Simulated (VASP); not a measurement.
Crystal: GaSb.

```xyz
2
Lattice="0.0000 3.0590 3.0590 3.0590 0.0000 3.0590 3.0590 3.0590 0.0000" Properties=species:S:1:pos:R:3 pbc="T T T"
Ga    0.0000    0.0000    0.0000
Sb    1.5295    1.5295    1.5295
```

Base run:

- Program: VASP 6.6.1
- Functional: PBE
- Potentials or basis: VASP PAW PBE potentials, release 64 (Ga_d, Sb)
- Cutoff: 500 eV
- k mesh: 5 × 5 × 5
- Occupations: gaussian, width 0.01 eV
- Spin: no spin polarisation

Its results: band gap on the k mesh 0.03 eV, direct; pressure 2.4 GPa.

Question: The run is repeated on the same cell with these changes: k mesh from 5 × 5 × 5 to 3 × 3 × 3. What comes out?

Answer: Band gap on the k mesh 0.02 eV, direct; pressure 3.4 GPa.

Caveats: some runs use coarse meshes; spin-orbit coupling is left out, which moves the levels of the heavy elements.

A k mesh can miss the band edges.
